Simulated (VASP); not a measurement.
Runs of VASP 6.6.1 on Ru. The structure is that of space group P6/mmm (No. 191), or close to it. The cells are those of the table. 

```tsv
potentials or basis	cell	cutoff (eV)	second run	gap on the mesh (eV)	pressure (GPa)
VASP PAW PBE potentials, release 64 (Ru_pv)	a = 4.167, b = 4.167, c = 2.620 Å, angles 90.0, 90.0, 120.0°, 3 atoms	520	-	none	28.8
VASP PAW PBE potentials, release 64 (Ru_pv)	a = 4.284, b = 4.284, c = 2.694 Å, angles 90.0, 90.0, 120.0°, 3 atoms	520	-	none	(b)
VASP PAW PBE potentials, release 64 (Ru_sv)	a = 4.106, b = 4.106, c = 2.581 Å, angles 90.0, 90.0, 120.0°, 3 atoms	600	valence_matched	none	(a)
VASP PAW PBE potentials, release 64 (Ru_pv)	a = 4.106, b = 4.106, c = 2.581 Å, angles 90.0, 90.0, 120.0°, 3 atoms	520	-	none	49.1
VASP PAW PBE potentials, release 64 (Ru_pv)	a = 4.226, b = 4.226, c = 2.657 Å, angles 90.0, 90.0, 120.0°, 3 atoms	520	-	none	12.7
VASP PAW PBE potentials, release 64 (Ru_pv)	a = 4.396, b = 4.396, c = 2.764 Å, angles 90.0, 90.0, 120.0°, 3 atoms	520	-	none	-17.9
```

Alike in all rows: task single point; level revPBE; no spin polarisation; k mesh 10 × 10 × 13; smearing fermi-dirac 0.1 eV.

Q: Estimate the missing entries.

A: (a) 48.4; (b) 0.0.

Caveats: the PAW data sets were made with another functional, which shifts forces and pressure a little.

A k mesh can miss the band edges, and the runs leave out spin-orbit coupling on Ru.

A gap of «none» marks levels without a gap at the run's occupations.

The runs don't all hold the same shells in valence.
